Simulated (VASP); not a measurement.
**KBr: relaxation of cell and atoms with PBEsol**

KBr:

```xyz
4
Lattice="4.6424 0.0000 0.0000 -2.3212 4.0204 0.0000 0.0000 0.0000 8.1077" Properties=species:S:1:pos:R:3 pbc="T T T"
K     0.0000    0.0000    0.0000
K     0.0000    0.0000    4.0538
Br    0.0000    2.6803    2.0269
Br    2.3212    1.3401    6.0808
```

* Program: VASP 6.6.1
* Task: relaxation of cell and atoms
* Functional: PBEsol
* Potentials or basis: VASP PAW PBE potentials, release 64 (K_sv, Br)
* Cutoff: 600 eV
* k mesh: 6 × 6 × 4
* Occupations: fermi-dirac, width 0.02 eV
* Spin: no spin polarisation
* Dipole correction: no
* Further INCAR settings: ALGO = Normal; EDIFF = 1e-06; IBRION = 2; EDIFFG = -0.005; NSW = 80; ISIF = 3

```
Relaxed volume                         : 35.34 Å³/atom
Relaxed cell                           : a = 4.526 Å, b = 4.526 Å, c = 7.968 Å, α = 90.00°, β = 90.00°, γ = 120.00°
Space group after relaxing (to 0.05 Å) : P6_3/mmc (No. 194)
Energy gained by relaxing              : 7.2 meV/atom
Ionic steps                            : 6
Pressure after relaxing                : 0.0 GPa
Band gap on the k mesh                 : 4.25 eV, direct
```

The path:
```csv
step,energy change (eV),largest force (eV/Å),pressure (GPa),volume (Å³)
1,0.0000,0.0000,-0.87,151.32
2,-0.0194,0.0000,-0.52,146.88
3,-0.0285,0.0000,-0.05,141.94
4,-0.0285,0.0000,0.00,141.46
5,-0.0287,0.0000,0.00,141.43
6,-0.0288,0.0000,0.00,141.37
```

Final structure:
```cif
data_structure
_symmetry_space_group_name_H-M 'P 1'
_symmetry_Int_Tables_number 1
_cell_length_a 4.5263
_cell_length_b 4.5263
_cell_length_c 7.9680
_cell_angle_alpha 90.000
_cell_angle_beta 90.000
_cell_angle_gamma 120.000
_cell_volume 141.37
loop_
_atom_site_label
_atom_site_type_symbol
_atom_site_fract_x
_atom_site_fract_y
_atom_site_fract_z
_atom_site_occupancy
K1 K 0.00000 0.00000 0.00000 1
K2 K 0.00000 0.00000 0.50000 1
Br1 Br 0.33333 0.66667 0.25000 1
Br2 Br 0.66667 0.33333 0.75000 1
```

Levels at points of the mesh, in eV from the valence-band top:
```
           k point  band 12  band 13  band 14  band 15  band 16  band 17  band 18  band 19  band 20
(0.00, 0.00, 0.00)    -0.29    -0.29    -0.18     0.00     0.00     4.25     6.46     6.53     7.78
(0.50, 0.00, 0.00)    -0.81    -0.61    -0.57    -0.38    -0.28     5.94     6.76     6.88     7.70
(0.00, 0.00, 0.50)    -0.84    -0.15    -0.15    -0.15    -0.15     5.49     5.49     7.18     7.18
(0.50, 0.00, 0.50)    -1.11    -0.50    -0.50    -0.33    -0.33     6.58     6.58     6.74     6.74
```

Run time: 2.9 min on 1 thread of Intel(R) Xeon(R) 6975P-C (Granite Rapids), on a shared host, peak memory 0.38 GiB.

Caveat: the PAW data sets were made with another functional, which shifts forces and pressure a little. A k mesh can miss the band edges.
